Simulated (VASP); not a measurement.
# H3CCl in VASP: notebook

Runs on H3CCl. Level: PBE+D3(BJ). Tasks: single point.

All numbers are computed with VASP 6.6.1; they aren't measurements. Logs are shortened: lines on timing, memory, paths and dates and some standing lists are left out, and cuts for length are marked.

## 1. The cell of the first run

The cell holds an amorphous packing of atoms, 40 atoms: a = 9.029 Å, b = 9.029 Å, c = 9.029 Å, α = 90.00°, β = 90.00°, γ = 90.00°.

## 2. Single point, PBE+D3(BJ)

Input file INCAR:

```
PREC = Accurate
ENCUT = 520
EDIFF = 1E-6
ISMEAR = -1
SIGMA = 0.05
LREAL = Auto
LASPH = T
NELM = 60
ALGO = Normal
ISIF = 2
LWAVE = F
LCHARG = T
GGA = PE
IVDW = 12
LELF = T
LVHAR = T
NBANDS = 82
```

Input file KPOINTS:

```
Automatic mesh
0
Gamma
  1 1 1
```

Input file POSCAR:

```
H3CCl
1.0
    9.0287150000      0.0000000000      0.0000000000
    0.0000000000      9.0287150000      0.0000000000
    0.0000000000      0.0000000000      9.0287150000
C Cl H
8 8 24
Direct
    0.1378379980      0.7746838836      0.2939067187
    0.4756380061      0.4035679496      0.4500308183
    0.9848909839      0.4151864357      0.6694529620
    0.8624040077      0.1486479527      0.2566256660
    0.8166278369     -0.0133795341      0.7539943392
    0.3979193052      0.1555813867      0.0591778564
    0.4466748590      0.7073431823      0.9109823491
    0.5432002228      0.7542047789      0.3157924467
    0.0830129204      0.8294757338      0.4911773159
    0.4426875807      0.2026423472      0.4384234080
    0.7945981239      0.4564215395      0.7028353426
    0.9966977582      0.3110409399      0.2667710743
    0.8869368454     -0.0541826827      0.9414739528
    0.3698089928      0.2549864516     -0.1282353026
    0.2434676474      0.7576604201      0.9003053037
    0.5192654769      0.8319456312      0.5074919299
    0.0538061064      0.8309488117      0.2136073627
    0.2389487319      0.7943212295      0.2409755984
    0.1148114654      0.6483425382      0.2962215553
    0.5472207285      0.4231720682      0.5393347780
    0.5419043574      0.4512602292      0.3577363999
    0.3533725453      0.4666112509      0.4651160215
    1.0468931625      0.4044207841      0.7771094779
    0.9833846788      0.3080394054      0.6031090803
    1.0087481995      0.4814084839      0.5889653179
    0.8134158626      0.1353902521      0.3727108453
    0.7490545443      0.1771569930      0.2108494952
    0.9380293873      0.0675179137      0.2059540034
    0.6967215157     -0.0043638547      0.7555006443
    0.8727487799      0.0858593942      0.7090156240
    0.8489912463     -0.0862581220      0.6705162363
    0.3155377039      0.0770763060      0.0831126024
    0.5243492568      0.1066264690      0.0427081816
    0.3962136362      0.2606018686      0.1338728712
    0.4967705814      0.7013622647      0.7999920254
    0.5041913495      0.7790255867      0.9959335299
    0.4356101616      0.6064761154      0.9811252210
    0.5461353028      0.8241150596      0.2177164746
    0.6349187011      0.6745367419      0.3241768070
    0.4545829611      0.6827549657      0.2815461558
```

Potentials or basis: VASP PAW PBE potentials, release 64 (C, Cl, H).

On the command line:

```
$ cat potpaw_PBE.64/C/POTCAR potpaw_PBE.64/Cl/POTCAR potpaw_PBE.64/H/POTCAR > POTCAR
$ mpirun -np 1 vasp_gam > vasp.out
```

OUTCAR:

```text
PREC = Accurate
   ENCUT = 520
   EDIFF = 1E-6
   ISMEAR = -1
   LREAL = Auto
   LASPH = T
   NELM = 60
   ISIF = 2
   GGA = PE
   IVDW = 12
 IVDW          = 12

 ion  position               nearest neighbor table
   1  0.138  0.775  0.294-  18 1.05  19 1.16  17 1.17   9 1.91
   2  0.476  0.404  0.450-  20 1.05  21 1.11  22 1.25  10 1.84
   3  0.985  0.415  0.669-  25 0.97  23 1.13  24 1.14  11 1.78
   4  0.862  0.149  0.257-  28 1.10  27 1.13  26 1.14  12 1.90
   5  0.817  0.987  0.754-  31 1.04  29 1.09  30 1.11  13 1.84
   6  0.398  0.156  0.059-  32 1.05  34 1.16  33 1.23  14 1.93
   7  0.447  0.707  0.911-  35 1.10  37 1.11  36 1.13  15 1.89
   8  0.543  0.754  0.316-  40 1.07  38 1.09  39 1.10  16 1.88
   9  0.083  0.829  0.491-   1 1.91
  10  0.443  0.203  0.438-   2 1.84
  11  0.795  0.456  0.703-   3 1.78
  12  0.997  0.311  0.267-   4 1.90
  13  0.887  0.946  0.941-   5 1.84
  14  0.370  0.255  0.872-   6 1.93
[... 24 lines left out ...]
  39  0.635  0.675  0.324-   8 1.10
  40  0.455  0.683  0.282-   8 1.07

  LATTYP: Found a simple cubic cell.
 ALAT       =     9.0287150000

  Lattice vectors:

 A1 = (   9.0287150000,   0.0000000000,   0.0000000000)
 A2 = (   0.0000000000,   9.0287150000,   0.0000000000)
 A3 = (   0.0000000000,   0.0000000000,   9.0287150000)

Analysis of symmetry for initial positions (statically):
=====================================================================
 Subroutine PRICEL returns:
 Original cell was already a primitive cell.

 Routine SETGRP: Setting up the symmetry group for a
 simple cubic supercell.

 Subroutine GETGRP returns: Found  1 space group operations
 (whereof  1 operations were pure point group operations)
 out of a pool of 48 trial point group operations.

The static configuration has the point symmetry C_1 .

Analysis of symmetry for dynamics (positions and initial velocities):
=====================================================================
 Subroutine PRICEL returns:
 Original cell was already a primitive cell.

 Routine SETGRP: Setting up the symmetry group for a
 simple cubic supercell.

 Subroutine GETGRP returns: Found  1 space group operations
 (whereof  1 operations were pure point group operations)
 out of a pool of 48 trial point group operations.

The dynamic configuration has the point symmetry C_1 .

 Subroutine INISYM returns: Found  1 space group operations
 (whereof  1 operations are pure point group operations),
 and found     1 'primitive' translations

----------------------------------------------------------------------------------------

                                     Primitive cell

  volume of cell :     736.0000

  direct lattice vectors                    reciprocal lattice vectors
     9.028715000  0.000000000  0.000000000     0.110757732  0.000000000  0.000000000
     0.000000000  9.028715000  0.000000000     0.000000000  0.110757732  0.000000000
     0.000000000  0.000000000  9.028715000     0.000000000  0.000000000  0.110757732

  length of vectors
     9.028715000  9.028715000  9.028715000     0.110757732  0.110757732  0.110757732

  position of ions in fractional coordinates (direct lattice)
     0.137837998  0.774683884  0.293906719
     0.475638006  0.403567950  0.450030818
     0.984890984  0.415186436  0.669452962
     0.862404008  0.148647953  0.256625666
     0.816627837  0.986620466  0.753994339
     0.397919305  0.155581387  0.059177856
[... 32 lines left out ...]
     0.634918701  0.674536742  0.324176807
     0.454582961  0.682754966  0.281546156

  ion indices of the primitive-cell ions
   primitive index   ion index
                 1           1
                 2           2
                 3           3
                 4           4
                 5           5
                 6           6
[... 32 lines left out ...]
                39          39
                40          40

----------------------------------------------------------------------------------------

 KPOINTS: Automatic mesh

Automatic generation of k-mesh.
 Grid dimensions read from file:
 generate k-points for:    1    1    1

 Generating k-lattice:

  Cartesian coordinates                     Fractional coordinates (reciprocal lattice)
     0.110757732  0.000000000  0.000000000     1.000000000  0.000000000  0.000000000
     0.000000000  0.110757732  0.000000000     0.000000000  1.000000000  0.000000000
     0.000000000  0.000000000  0.110757732     0.000000000  0.000000000  1.000000000

  Length of vectors
     0.110757732  0.110757732  0.110757732

  Shift w.r.t. Gamma in fractional coordinates (k-lattice)
     0.000000000  0.000000000  0.000000000

 Subroutine IBZKPT returns following result:
 ===========================================

 Found      1 irreducible k-points:

 Following reciprocal coordinates:
            Coordinates               Weight
  0.000000  0.000000  0.000000      1.000000
   k-points           NKPTS =      1   k-points in BZ     NKDIM =      1   number of bands    NBANDS=     82
   number of dos      NEDOS =    301   number of ions     NIONS =     40
   total plane-waves  NPLWV = 343000
   dimension x,y,z NGX =    70 NGY =   70 NGZ =   70
   dimension x,y,z NGXF=   140 NGYF=  140 NGZF=  140
   ions per type =               8   8  24
   NGX,Y,Z   is equivalent  to a cutoff of  12.89, 12.89, 12.89 a.u.
   NGXF,Y,Z  is equivalent  to a cutoff of  25.78, 25.78, 25.78 a.u.
 SYSTEM =  unknown system
   PREC   = accura    normal or accurate (medium, high low for compatibility)
   ISTART =      0    job   : 0-new  1-cont  2-samecut
   ICHARG =      2    charge: 1-file 2-atom 10-const
   ISPIN  =      1    spin polarized calculation?
   LNONCOLLINEAR =      F non collinear calculations
   LSORBIT =      F    spin-orbit coupling
   LASPH  =      T    aspherical Exc in radial PAW
   ENCUT  =  520.0 eV  38.22 Ry    6.18 a.u.  16.79 16.79 16.79*2*pi/ulx,y,z
   NELM   =     60;   NELMIN=  2; NELMDL= -5     # of ELM steps
   EDIFF  = 0.1E-05   stopping-criterion for ELM
   LREAL  =      T    real-space projection
   EDIFFG = 0.1E-04   stopping-criterion for IOM
   NSW    =      0    number of steps for IOM
   IBRION =     -1    ionic relax: 0-MD 1-quasi-New 2-CG
   NFREE  =      0    steps in history (QN), initial steepest desc. (CG)
   ISIF   =      2    stress and relaxation
   ISYM   =      2    0-nonsym 1-usesym 2-fastsym
   POTIM  = 0.5000    time-step for ionic-motion
   TEBEG  =    0.0;   TEEND  =   0.0 temperature during run
   PSTRESS=    0.0 pullay stress
   NELECT =     112.0000    total number of electrons
   NUPDOWN=      -1.0000    fix difference up-down
   EMIN   =  10.00;   EMAX   =-10.00  energy-range for DOS
   EFERMI =   0.00;   METHOD = LEGACY
   ISMEAR =    -1;   SIGMA  =   0.05  broadening in eV -4-tet -1-fermi 0-gaus
   EFERMI_NEDOS =   21; number of points for ismear=-14 and -15
   IALGO  =     38    algorithm
   IMIX   =      4    mixing-type and parameters
     AMIX     =   0.40;   BMIX     =  1.00
     AMIX_MAG =   1.60;   BMIX_MAG =  1.00
  volume/ion in A,a.u.               =      18.40       124.17
  Fermi-wavevector in a.u.,A,eV,Ry     =   0.874020  1.651659 10.393649  0.763912
  Thomas-Fermi vector in A             =   1.993493
   LORBIT       =      0    0 simple, 1 ext, 2 COOP (PROOUT), +10 PAW based schemes
   GGA     = PE    functional components
   LHFCALC =     F    Hartree Fock is set to
   AEXX    =    0.0000 exact exchange contribution
   IVDW    =    12    specifies the selected vdW correction
   LEPSILON=     F    determine dielectric tensor
   LRPA    =     F    only Hartree local field effects (RPA)
 non-spin polarized calculation
  energy-cutoff  :      520.00
  volume of cell :      736.00
 maximum number of plane-waves:      9919
 NGX is ok and might be reduce to    70
   NGX = 33   NGY = 33   NGZ = 33

 number of electron     111.9999997 magnetization

 Free energy of the ion-electron system (eV)
  ---------------------------------------------------
  ext. energy  EPLUGINS =         0.00000000
  ---------------------------------------------------
  free energy    TOTEN  =      -175.81802195 eV

  energy without entropy =     -175.81802195  energy(sigma->0) =     -175.81802195

 E-fermi :  -2.2610     XC(G=0):  -5.9277

 val. band max:       -3.5049925469   @ k =   0.0000   0.0000   0.0000
 cond. band min:       1.2498507703   @ k =   0.0000   0.0000   0.0000
 fundamental gap:      4.7548433171
 Fermi energy:        -2.2610172823

 k-point     1 :       0.0000    0.0000    0.0000
  band No.  band energies     occupation
      1     -17.9960      2.00000
      2     -17.9718      2.00000
      3     -17.8163      2.00000
      4     -17.7817      2.00000
      5     -17.5861      2.00000
      6     -17.5291      2.00000
[... 60 lines left out ...]
     67       3.3232      0.00000
     68       3.4665      0.00000
 [bands above 68 left out]

------------------------ aborting loop because EDIFF is reached ----------------------------------------

 Edisp (eV)   -1.68059

 E8    (eV) :    -0.4320

  FORCE on cell =-STRESS in cart. coord.  units (eV):
  Direction    XX          YY          ZZ          XY          YZ          ZX
  --------------------------------------------------------------------------------------
  -------------------------------------------------------------------------------------
  Total     -12.09920    -5.66361   -14.47415     4.68085    -2.86280     0.51771
  in kB     -26.33839   -12.32896   -31.50836    10.18961    -6.23195     1.12700
  external pressure =      -23.39 kB  Pullay stress =        0.00 kB

 VOLUME and BASIS-vectors are now :
 -----------------------------------------------------------------------------
  energy-cutoff  :      520.00
  volume of cell :      736.00
      direct lattice vectors                 reciprocal lattice vectors
     9.028715000  0.000000000  0.000000000     0.110757732  0.000000000  0.000000000
     0.000000000  9.028715000  0.000000000     0.000000000  0.110757732  0.000000000
     0.000000000  0.000000000  9.028715000     0.000000000  0.000000000  0.110757732

 POSITION                                       TOTAL-FORCE (eV/Angst)
 -----------------------------------------------------------------------------------
      1.24450      6.99440      2.65360        -4.466176     -1.500401      0.192394
      4.29440      3.64370      4.06320        -3.068495      0.809404     -0.977101
      8.89230      3.74860      6.04430        -1.691601     -5.397245      3.310834
      7.78640      1.34210      2.31700        -0.879563      1.567205      1.697814
      7.37310      8.90791      6.80760         0.401245      1.652305      0.885302
      3.59270      1.40470      0.53430         4.068583      3.150519     -1.218661
[... 32 lines left out ...]
      5.73250      6.09020      2.92690         0.373279      0.700880     -0.085932
      4.10430      6.16440      2.54200        -1.225303     -0.444155      0.735759
 -----------------------------------------------------------------------------------
    total drift:                                0.003901      0.005215     -0.007060

  FREE ENERGIE OF THE ION-ELECTRON SYSTEM (eV)
  ---------------------------------------------------
  free  energy   TOTEN  =      -177.4986098673 eV

  energy  without entropy=     -177.4986098673  energy(sigma->0) =     -177.49860987
```

Wall time 2.2 min (1 thread of Intel Xeon Platinum 8259CL at 2.50GHz (Skylake/Cascade Lake), shared host); peak memory 0.63 GiB.

Results:

```
Free energy                : -177.4986 eV
Pressure                   : -2.3 GPa
Largest force              : 6.554 eV/Å
Band gap on the k mesh     : 4.75 eV
Dispersion energy per atom : -0.042 eV
```

Forces in eV/Å, atoms in the order of the input:
```
C   -4.466 -1.500  0.192
C   -3.068  0.809 -0.977
C   -1.692 -5.397  3.311
C   -0.880  1.567  1.698
C    0.401  1.652  0.885
C    4.069  3.151 -1.219
C   -1.194 -0.026  2.179
C    0.306 -0.910  0.885
Cl   1.123 -0.162 -1.873
Cl   0.339  1.185 -0.046
Cl  -0.426  0.062  0.435
Cl  -1.255 -0.785 -0.131
Cl  -0.451  0.006 -1.387
Cl  -0.094 -1.067  1.139
Cl   1.457  0.102 -0.069
Cl  -0.043 -0.506 -2.072
H    0.839 -0.888  1.388
H    2.120  0.769  0.433
H    0.281  1.745 -0.226
H    0.541  0.058  1.796
H   -0.790 -0.715 -0.255
H    2.971 -1.441 -0.378
H   -0.275  0.448 -1.174
H    0.139  0.405  1.156
H    2.308  4.514 -3.677
H    1.621 -0.548 -0.664
H    1.525  0.037 -1.043
H   -1.034 -0.160  0.323
H   -0.149  0.215  0.249
H   -0.438  0.350  0.868
H    0.532 -2.292 -0.710
H   -1.143 -0.994 -0.014
H   -2.939  0.943  0.688
H    0.115 -2.022 -0.717
H   -0.175 -0.102  0.401
H   -0.436  0.281 -1.330
H    0.394 -0.255 -1.234
H    0.719  1.215  0.520
H    0.373  0.701 -0.086
H   -1.225 -0.444  0.736
```

Caveat: the k points lie up to 0.70 Å⁻¹ apart.

## 3. Single point, PBE+D3(BJ)

Input file INCAR:

```
SYSTEM = H3CCl
PREC = Accurate ; ENCUT = 520
EDIFF = 1E-7 ; ISMEAR = -1
SIGMA = 0.05 ; LREAL = Auto
LASPH = .True. ; NELM = 60
ALGO = Normal ; ISIF = 2
LWAVE = .False. ; LCHARG = .True.
GGA = PE ; IVDW = 12
LELF = .True. ; LVHAR = .True.
NBANDS = 82
```

Input file KPOINTS:

```
Automatic mesh
0
Gamma
  1 1 1
  0 0 0
```

Input file POSCAR:

```
H3CCl
1.0
    9.0287150000      0.0000000000      0.0000000000
    0.0000000000      9.0287150000      0.0000000000
    0.0000000000      0.0000000000      9.0287150000
C Cl H
8 8 24
Direct
    0.1256989505      0.7763895527      0.2932421723
    0.4790271927      0.3916061145      0.4563772364
    0.9853229391      0.4158288306      0.6671713527
    0.8678422123      0.1415040789      0.2660179217
    0.8055852909     -0.0168462511      0.7444913257
    0.4056501950      0.1535766718      0.0517570884
    0.4502301823      0.7103557926      0.9267542502
    0.5492143677      0.7435609608      0.3310105591
    0.0928925102      0.8301845833      0.4858387932
    0.4432635209      0.1982784926      0.4388442874
    0.7879969630      0.4524564127      0.6967104400
    1.0015267953      0.3154490977      0.2681998490
    0.8823736268     -0.0613487080      0.9423710905
    0.3689450824      0.2490276856     -0.1220439453
    0.2438331479      0.7529089134      0.8989429836
    0.5110140258      0.8303617957      0.5014002546
    0.0764006838      0.8530339035      0.2230439215
    0.2504121572      0.7953291249      0.2897865311
    0.1064714082      0.6554310331      0.2840935836
    0.5309614934      0.4093384275      0.5648976626
    0.5314045243      0.4250106466      0.3566509741
    0.3674166257      0.4459327822      0.4805667252
    1.0278760599      0.4051739367      0.7770208717
    0.9917468876      0.2993006203      0.6158572953
    1.0317968836      0.4888292520      0.5960316612
    0.8395768390      0.1284014392      0.3871425779
    0.7906773001      0.2168968674      0.2034176513
    0.9153129764      0.0555671544      0.2121342849
    0.6848150595     -0.0097688320      0.7258175720
    0.8892073789      0.0661888209      0.7215312478
    0.8473963349     -0.1036803133      0.6686887337
    0.3182401925      0.0721586627      0.0664103364
    0.5210154490      0.1027610241      0.0545592590
    0.4098036099      0.2434344201      0.1445942197
    0.4952199732      0.7077197586      0.8144791368
    0.4968924149      0.8160740482      0.9617647694
    0.4544611276      0.6073511015      0.9876488515
    0.5381939733      0.8397429756      0.2562823170
    0.6543013042      0.6847264533      0.3193699214
    0.4629783973      0.6672045801      0.3111627734
```

Potentials or basis: VASP PAW PBE potentials, release 64 (C, Cl, H).

On the command line:

```
$ cat potpaw_PBE.64/C/POTCAR potpaw_PBE.64/Cl/POTCAR potpaw_PBE.64/H/POTCAR > POTCAR
$ mpirun -np 1 vasp_gam > vasp.out
```

It took 2.6 min on 1 thread of Intel Xeon Platinum 8259CL at 2.50GHz (Skylake/Cascade Lake), shared host; peak memory 0.66 GiB.

Results (log left out):

| Property | Result |
| --- | --- |
| Free energy | -178.8057 eV |
| Pressure | -1.0 GPa |
| Largest force | 6.307 eV/Å |
| Band gap on the k mesh | 4.62 eV |
| Dispersion energy per atom | -0.042 eV |

Forces in eV/Å, atoms in the order of the input:
```
C    3.195 -1.128  2.415
C   -2.491 -0.027  2.063
C   -2.381 -4.323  1.055
C   -1.337  5.717  2.304
C    1.884 -1.373  0.308
C    1.378  1.573  0.985
C   -1.634  1.363 -1.560
C    0.284  1.368 -0.638
Cl  -0.392 -0.175 -0.376
Cl   0.023 -0.320  0.117
Cl   0.624  0.122 -0.260
Cl  -0.098 -1.413  0.160
Cl  -1.292 -0.025 -1.672
Cl   0.325 -0.386  0.445
Cl   1.446 -0.311  0.307
Cl   0.211 -0.259  0.925
H   -1.258  0.858 -1.347
H   -1.209 -0.283 -0.422
H   -0.407  0.698 -0.326
H    0.841 -0.049 -0.601
H    0.663  0.675 -0.514
H    0.882 -0.329 -0.955
H    0.721  0.395  0.635
H   -0.110  1.380  0.451
H    1.265  2.485 -1.762
H    0.144 -0.126 -1.231
H   -0.173 -1.778  0.434
H    1.445 -2.306 -1.569
H    0.482  0.646  0.810
H   -0.860  1.191 -0.164
H   -0.287 -0.484  0.649
H   -0.096 -0.091  0.188
H   -1.124  0.326 -0.465
H   -0.473 -1.431 -1.292
H   -0.139 -0.820 -0.271
H    0.008 -0.261  1.173
H    0.344  0.035  0.335
H    0.348 -0.632 -0.401
H    0.310  0.338  0.409
H   -1.062 -0.840 -0.341
```

Stress tensor (GPa, compression positive):
```
-1.49  0.31 -0.42
 0.31 -0.77 -0.14
-0.42 -0.14 -0.78
```

Levels at points of the mesh, in eV from the valence-band top:
```csv
k point,band 52,band 53,band 54,band 55,band 56,band 57,band 58,band 59,band 60,band 61
"(0.00, 0.00, 0.00)",-0.28,-0.24,-0.17,-0.10,0.00,4.62,4.73,5.21,5.43,5.81
```

Caveat: the k points lie up to 0.70 Å⁻¹ apart.
